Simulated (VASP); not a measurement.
Ga8HN8 (a cell with a defect): single point with PBE

The system is Ga8HN8 (a cell with a defect).

```xyz
17
Lattice="0.0000 4.5485 -4.5485 4.5485 4.5485 0.0000 4.5485 0.0000 -4.5485" Properties=species:S:1:pos:R:3 pbc="T T T"
Ga    2.2745    0.2722   -2.2740
Ga    4.5566    2.2285   -2.2197
Ga    2.2198    2.2287   -4.5567
Ga    4.5489    4.4629   -4.5480
Ga    4.5485   -0.0219   -4.5485
Ga    6.8772    2.2285   -4.5403
Ga    4.5403    2.2287   -6.8772
Ga    6.8227    4.4594   -6.8227
N     1.0986    1.1907   -1.0986
N     3.4289    3.3732   -1.1196
N     1.1196    3.3732   -3.4289
N     3.4269    5.5646   -3.4269
N     3.4499    1.1907   -3.4499
N     5.8480    3.3194   -3.2489
N     3.2486    3.3194   -5.8484
N     5.6700    5.5646   -5.6700
H     6.8225    7.5715   -6.8230
```

| Property | Result |
| --- | --- |
| Program | VASP 6.6.1 |
| Task | single point |
| Functional | PBE |
| Potentials or basis | VASP PAW PBE potentials, release 64 (Ga_d, N, H) |
| Cutoff | 520 eV |
| k mesh | 3 × 3 × 3 |
| Occupations | gaussian, width 0.02 eV |
| Spin | no spin polarisation |
| Dipole correction | no |
| Charge | 1 |
| Further INCAR settings | LREAL = Auto; ALGO = Normal; EDIFF = 1e-06; NBANDS = 86; NELECT = 144.0 |

| Quantity | Value |
| --- | --- |
| Largest force | 0.029 eV/Å |

Forces in eV/Å, atoms in the order of the input:
```
Ga  -0.001  0.029 -0.001
Ga  -0.011 -0.002  0.005
Ga  -0.006 -0.003  0.011
Ga  -0.002  0.017 -0.002
Ga   0.000 -0.002  0.000
Ga   0.005 -0.002 -0.011
Ga   0.011 -0.003 -0.006
Ga   0.000  0.001  0.000
N    0.003 -0.004 -0.003
N    0.000  0.000  0.000
N    0.000  0.000  0.000
N   -0.003 -0.003  0.003
N   -0.003 -0.004  0.003
N    0.003 -0.010  0.003
N   -0.001 -0.009 -0.001
N    0.003 -0.003 -0.003
H    0.000 -0.001  0.000
```

Levels at points of the mesh, in eV from the Fermi level:
```
           k point  band 70  band 71  band 72  band 73  band 74  band 75
(0.00, 0.00, 0.00)    -0.19    -0.16    -0.12     1.25     2.65     3.03
```

Wall time 4.5 min on 1 thread of Intel(R) Xeon(R) 6975P-C (Granite Rapids), with other jobs on the host, peak memory 0.37 GiB.

Caveat: the cell carries a net charge on a neutralising background, which shifts energy and pressure; the cell is charged against a uniform background, so pressure and absolute levels hang on convention.
